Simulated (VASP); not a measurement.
# TaN (P-6m2) in VASP: single point with r2SCAN

Aim: the single point of TaN with r2SCAN.

Program: VASP 6.6.1. These are calculated values, not measurements. Logs are shortened: lines on timing, memory, paths and dates and some standing lists are left out, and cuts for length are marked.

## (1) The cell of the first run

It takes space group P-6m2 (No. 187, hexagonal). Conventional cell: a = 2.936 Å, b = 2.936 Å, c = 2.885 Å, α = 90.00°, β = 90.00°, γ = 120.00°. Within 3.0 Å of Ta (site symmetry -6m2) lie 6 N at 2.23 Å and 8 Ta at 2.89 to 2.94 Å. Within 3.0 Å of N (site symmetry -6m2) lie 6 Ta at 2.23 Å and 8 N at 2.89 to 2.94 Å.

## (2) Single point, r2SCAN

File POSCAR:

```
TaN
1.0
    2.9358519141      0.0000000000      0.0000000000
   -1.4679259570      2.5425223393      0.0000000000
    0.0000000000      0.0000000000      2.8850571196
Ta N
1 1
Direct
    0.3333333333      0.6666666667      0.5000000000
    0.0000000000      0.0000000000      0.0000000000
```

File INCAR.step1:

```
SYSTEM = TaN
PREC     = Accurate       ! precision mode
ENCUT    = 770            ! plane-wave cutoff, eV
ISMEAR   = -1             ! smearing method
SIGMA    = 0.05           ! smearing width, eV
LREAL    = .False.        ! projectors in reciprocal space
LASPH    = .True.         ! aspherical terms in the spheres
NELM     = 120            ! most SCF steps
NBANDS   = 16             ! bands
GGA      = PE             ! functional
ALGO     = Normal         ! electronic algorithm
EDIFF    = 1E-5           ! SCF threshold, eV
LWAVE    = .True.         ! write WAVECAR
LCHARG   = .False.        ! write CHGCAR
GGA_COMPAT= .False.
```

File INCAR.step2:

```
SYSTEM = TaN
PREC     = Accurate       ! precision mode
ENCUT    = 770            ! plane-wave cutoff, eV
EDIFF    = 1E-6           ! SCF threshold, eV
ISMEAR   = -1             ! smearing method
SIGMA    = 0.05           ! smearing width, eV
LREAL    = .False.        ! projectors in reciprocal space
LASPH    = .True.         ! aspherical terms in the spheres
NELM     = 120            ! most SCF steps
ALGO     = Normal         ! electronic algorithm
ISIF     = 2              ! what is computed and relaxed
LWAVE    = .False.        ! write WAVECAR
LCHARG   = .False.        ! write CHGCAR
METAGGA  = R2SCAN         ! meta-GGA
LMIXTAU  = .True.       
NBANDS   = 16             ! bands
ISTART   = 1            
GGA_COMPAT= .False.
```

File KPOINTS:

```
regular mesh
0
Gamma
  9 9 8
  0 0 0
```

Potentials or basis: VASP PAW PBE potentials, release 64 (Ta_sv_GW, N).

Started as:

```bash
cat potpaw_PBE.64/Ta_sv_GW/POTCAR potpaw_PBE.64/N/POTCAR > POTCAR
cp INCAR.step1 INCAR
mpirun -np 1 vasp_std > vasp.out
cp INCAR.step2 INCAR
mpirun -np 1 vasp_std > vasp.out
```

OUTCAR:

```text
SYSTEM = TaN
   PREC = Accurate
   ENCUT = 770
   EDIFF = 1E-6
   ISMEAR = -1
   LREAL = .False.
   LASPH = .True.
   NELM = 120
   ISIF = 2
   METAGGA = R2SCAN
   ISTART = 1

 ion  position               nearest neighbor table
   1  0.333  0.667  0.500-   2 2.23   2 2.23   2 2.23   2 2.23   2 2.23   2 2.23
   2  0.000  0.000  0.000-   1 2.23   1 2.23   1 2.23   1 2.23   1 2.23   1 2.23

  LATTYP: Found a hexagonal cell.
 ALAT       =     2.9358519141
 C/A-ratio  =     0.9826984480

  Lattice vectors:

 A1 = (   2.9358519141,   0.0000000000,   0.0000000000)
 A2 = (  -1.4679259570,   2.5425223393,   0.0000000000)
 A3 = (   0.0000000000,   0.0000000000,   2.8850571196)

Analysis of symmetry for initial positions (statically):
=====================================================================
 Subroutine PRICEL returns:
 Original cell was already a primitive cell.

 Routine SETGRP: Setting up the symmetry group for a
 hexagonal supercell.

 Subroutine GETGRP returns: Found 12 space group operations
 (whereof 12 operations were pure point group operations)
 out of a pool of 24 trial point group operations.

The static configuration has the point symmetry D_3h.

Analysis of symmetry for dynamics (positions and initial velocities):
=====================================================================
 Subroutine PRICEL returns:
 Original cell was already a primitive cell.

 Routine SETGRP: Setting up the symmetry group for a
 hexagonal supercell.

 Subroutine GETGRP returns: Found 12 space group operations
 (whereof 12 operations were pure point group operations)
 out of a pool of 24 trial point group operations.

The dynamic configuration has the point symmetry D_3h.

 Subroutine INISYM returns: Found 12 space group operations
 (whereof 12 operations are pure point group operations),
 and found     1 'primitive' translations

----------------------------------------------------------------------------------------

                                     Primitive cell

  volume of cell :      21.5354

  direct lattice vectors                    reciprocal lattice vectors
     2.935851914  0.000000000  0.000000000     0.340616635  0.196655106  0.000000000
    -1.467925957  2.542522339  0.000000000     0.000000000  0.393310212  0.000000000
     0.000000000  0.000000000  2.885057120     0.000000000  0.000000000  0.346613588

  length of vectors
     2.935851914  2.935851914  2.885057120     0.393310212  0.393310212  0.346613588

  position of ions in fractional coordinates (direct lattice)
     0.333333333  0.666666667  0.500000000
     0.000000000  0.000000000  0.000000000

  ion indices of the primitive-cell ions
   primitive index   ion index
                 1           1
                 2           2

----------------------------------------------------------------------------------------

 KPOINTS: regular mesh

Automatic generation of k-mesh.
 Grid dimensions read from file:
 generate k-points for:    9    9    8

 Generating k-lattice:

  Cartesian coordinates                     Fractional coordinates (reciprocal lattice)
     0.037846293  0.021850567  0.000000000     0.111111111  0.000000000  0.000000000
     0.000000000  0.043701135  0.000000000     0.000000000  0.111111111  0.000000000
     0.000000000  0.000000000  0.043326699     0.000000000  0.000000000  0.125000000

  Length of vectors
     0.043701135  0.043701135  0.043326699

  Shift w.r.t. Gamma in fractional coordinates (k-lattice)
     0.000000000  0.000000000  0.000000000

 Subroutine IBZKPT returns following result:
 ===========================================

 Found     60 irreducible k-points:

 Following reciprocal coordinates:
            Coordinates               Weight
  0.000000  0.000000  0.000000      1.000000
  0.111111  0.000000  0.000000      6.000000
  0.222222  0.000000  0.000000      6.000000
  0.333333  0.000000  0.000000      6.000000
  0.444444  0.000000  0.000000      6.000000
  0.111111  0.111111  0.000000      6.000000
[... 16 lines left out ...]
  0.333333  0.222222  0.125000     24.000000
  0.333333  0.333333  0.125000      4.000000
 [... further k-points ...]
   k-points           NKPTS =     60   k-points in BZ     NKDIM =     60   number of bands    NBANDS=     16
   number of dos      NEDOS =    301   number of ions     NIONS =      2
   total plane-waves  NPLWV =  21952
   dimension x,y,z NGX =    28 NGY =   28 NGZ =   28
   dimension x,y,z NGXF=    56 NGYF=   56 NGZF=   56
   ions per type =               1   1
   NGX,Y,Z   is equivalent  to a cutoff of  15.86, 15.86, 16.13 a.u.
   NGXF,Y,Z  is equivalent  to a cutoff of  31.71, 31.71, 32.27 a.u.
 SYSTEM =  TaN
   PREC   = accura    normal or accurate (medium, high low for compatibility)
   ISTART =      1    job   : 0-new  1-cont  2-samecut
   ICHARG =      0    charge: 1-file 2-atom 10-const
   ISPIN  =      1    spin polarized calculation?
   LNONCOLLINEAR =      F non collinear calculations
   LSORBIT =      F    spin-orbit coupling
   LASPH  =      T    aspherical Exc in radial PAW
   ENCUT  =  770.0 eV  56.59 Ry    7.52 a.u.   6.64  6.64  6.53*2*pi/ulx,y,z
   NELM   =    120;   NELMIN=  2; NELMDL=  0     # of ELM steps
   EDIFF  = 0.1E-05   stopping-criterion for ELM
   LREAL  =      F    real-space projection
   EDIFFG = 0.1E-04   stopping-criterion for IOM
   NSW    =      0    number of steps for IOM
   IBRION =     -1    ionic relax: 0-MD 1-quasi-New 2-CG
   NFREE  =      0    steps in history (QN), initial steepest desc. (CG)
   ISIF   =      2    stress and relaxation
   ISYM   =      2    0-nonsym 1-usesym 2-fastsym
   POTIM  = 0.5000    time-step for ionic-motion
   TEBEG  =    0.0;   TEEND  =   0.0 temperature during run
   PSTRESS=    0.0 pullay stress
   NELECT =      18.0000    total number of electrons
   NUPDOWN=      -1.0000    fix difference up-down
   EMIN   =  10.00;   EMAX   =-10.00  energy-range for DOS
   EFERMI =   0.00;   METHOD = LEGACY
   ISMEAR =    -1;   SIGMA  =   0.05  broadening in eV -4-tet -1-fermi 0-gaus
   EFERMI_NEDOS =   21; number of points for ismear=-14 and -15
   IALGO  =     38    algorithm
   IMIX   =      4    mixing-type and parameters
     AMIX     =   0.40;   BMIX     =  1.00
     AMIX_MAG =   1.60;   BMIX_MAG =  1.00
  volume/ion in A,a.u.               =      10.77        72.66
  Fermi-wavevector in a.u.,A,eV,Ry     =   1.542107  2.914160 32.355940  2.378094
  Thomas-Fermi vector in A             =   2.647958
   LORBIT       =      0    0 simple, 1 ext, 2 COOP (PROOUT), +10 PAW based schemes
   METAGGA = R2SCAN    functional components
   LHFCALC =     F    Hartree Fock is set to
   AEXX    =    0.0000 exact exchange contribution
   IVDW    =     0    specifies the selected vdW correction
   LEPSILON=     F    determine dielectric tensor
   LRPA    =     F    only Hartree local field effects (RPA)
 non-spin polarized calculation
  energy-cutoff  :      770.00
  volume of cell :       21.54
 maximum number of plane-waves:      1070
 NGX is ok and might be reduce to    28
   NGX = 13   NGY = 13   NGZ = 13

 number of electron      17.9999999 magnetization

 Free energy of the ion-electron system (eV)
  ---------------------------------------------------
  ext. energy  EPLUGINS =         0.00000000
  ---------------------------------------------------
  free energy    TOTEN  =       -62.95738696 eV

  energy without entropy =      -62.95672171  energy(sigma->0) =      -62.95705433

 E-fermi :  12.5076     XC(G=0): -14.6496

 val. band max:       12.4519099186   @ k =   0.3333   0.3333   0.0000
 cond. band min:      12.5308861567   @ k =   0.0000   0.0000   0.3750
 fundamental gap:      0.0789762381
 Fermi energy:        12.5075793518

 k-point     1 :       0.0000    0.0000    0.0000
  band No.  band energies     occupation
      1     -58.1704      2.00000
      2     -23.7192      2.00000
      3     -23.4565      2.00000
      4     -23.4565      2.00000
      5      -6.3720      2.00000
      6       7.6074      2.00000
[... 8 lines left out ...]
     15      26.1853      0.00000
     16      29.4144      0.00000

 k-point     2 :       0.1111    0.0000    0.0000
  band No.  band energies     occupation
      1     -58.1609      2.00000
      2     -23.7022      2.00000
      3     -23.5917      2.00000
      4     -23.4853      2.00000
      5      -6.1215      2.00000
      6       6.9047      2.00000
[... 8 lines left out ...]
     15      26.1570      0.00000
     16      29.9344      0.00000

 k-point     3 :       0.2222    0.0000    0.0000
  band No.  band energies     occupation
      1     -58.1368      2.00000
      2     -23.9216      2.00000
      3     -23.6586      2.00000
      4     -23.5575      2.00000
      5      -5.4769      2.00000
      6       5.6096      2.00000
[... 8 lines left out ...]
     15      26.2518      0.00000
     16      30.4036      0.00000

 k-point     4 :       0.3333    0.0000    0.0000
  band No.  band energies     occupation
      1     -58.1092      2.00000
      2     -24.2776      2.00000
      3     -23.6381      2.00000
      4     -23.6087      2.00000
      5      -4.7113      2.00000
      6       4.5038      2.00000
[... 8 lines left out ...]
     15      26.6804      0.00000
     16      29.3080      0.00000

 k-point     5 :       0.4444    0.0000    0.0000
  band No.  band energies     occupation
      1     -58.0911      2.00000
      2     -24.5002      2.00000
      3     -23.6900      2.00000
      4     -23.5758      2.00000
      5      -4.1803      2.00000
      6       3.8905      2.00000
[... 8 lines left out ...]
     15      24.9614      0.00000
     16      29.0619      0.00000

 k-point     6 :       0.1111    0.1111    0.0000
  band No.  band energies     occupation
      1     -58.1441      2.00000
      2     -23.8117      2.00000
      3     -23.6718      2.00000
      4     -23.5482      2.00000
      5      -5.6730      2.00000
      6       5.9959      2.00000
[... 8 lines left out ...]
     15      26.2098      0.00000
     16      30.4224      0.00000
[... 267 lines left out ...]
 k-point    21 :       0.4444    0.1111    0.1250
  band No.  band energies     occupation
      1     -58.0790      2.00000
      2     -24.4654      2.00000
      3     -23.7655      2.00000
      4     -23.6915      2.00000
      5      -4.0511      2.00000
      6       4.0641      2.00000
[... 8 lines left out ...]
     15      24.5928      0.00000
     16      29.0138      0.00000

 k-point    22 :       0.2222    0.2222    0.1250
  band No.  band energies     occupation
      1     -58.0897      2.00000
      2     -24.2709      2.00000
      3     -23.8066      2.00000
      4     -23.7135      2.00000
      5      -4.3084      2.00000
      6       4.7864      2.00000
[... 8 lines left out ...]
     15      26.1534      0.00000
     16      28.6762      0.00000

 k-point    23 :       0.3333    0.2222    0.1250
  band No.  band energies     occupation
      1     -58.0759      2.00000
      2     -24.3475      2.00000
      3     -23.9446      2.00000
      4     -23.6851      2.00000
      5      -3.9572      2.00000
      6       4.6328      2.00000
[... 8 lines left out ...]
     15      25.4379      0.00000
     16      28.7583      0.00000

 k-point    24 :       0.3333    0.3333    0.1250
  band No.  band energies     occupation
      1     -58.0711      2.00000
      2     -24.2305      2.00000
      3     -24.1409      2.00000
      4     -23.6753      2.00000
      5      -3.8282      2.00000
      6       5.0731      2.00000
[... 8 lines left out ...]
     15      26.8424      0.00000
     16      27.9063      0.00000

 [... further k-points ...]
[... 5 lines left out ...]
  --------------------------------------------------------------------------------------
  -------------------------------------------------------------------------------------
  Total       -0.0092582     -0.0092582      0.0111188     -0.0000000     -0.0000000      0.0000000
  in kB       -0.6887817     -0.6887817      0.8272093     -0.0000000     -0.0000000      0.0000000
  external PRESSURE =      -0.1834513 kB  Pullay stress =       0.0000000 kB

 VOLUME and BASIS-vectors are now :
 -----------------------------------------------------------------------------
  energy-cutoff  :      770.00
  volume of cell :       21.54
      direct lattice vectors                 reciprocal lattice vectors
     2.935851914  0.000000000  0.000000000     0.340616635  0.196655106  0.000000000
    -1.467925957  2.542522339  0.000000000     0.000000000  0.393310212  0.000000000
     0.000000000  0.000000000  2.885057120     0.000000000  0.000000000  0.346613588

 POSITION                                       TOTAL-FORCE (eV/Angst)
 -----------------------------------------------------------------------------------
     -0.00000      1.69501      1.44253         0.000000     -0.000000      0.000000
      0.00000      0.00000      0.00000        -0.000000      0.000000      0.000000
 -----------------------------------------------------------------------------------
    total drift:                                0.000000     -0.000000     -0.000000

  FREE ENERGIE OF THE ION-ELECTRON SYSTEM (eV)
  ---------------------------------------------------
  free  energy   TOTEN  =       -62.9573869582 eV

  energy  without entropy=      -62.9567217088  energy(sigma->0) =      -62.95705433
```

Run time: 2.1 min. Hardware: 1 thread of AMD EPYC 7R13 (Zen 3), shared host; peak memory 0.17 GiB.

What came out:

```
Free energy            : -62.9574 eV
Pressure               : 0.0 GPa
Band gap on the k mesh : zero (bands 9 and 10 overlap by 0.19 eV)
```

Caveat: the PAW data sets were made with another functional, which shifts forces and pressure a little; spin-orbit coupling is left out, which moves the levels of the heavy elements.

The gap in the log of VASP goes by the Fermi energy; the results here count the filled bands.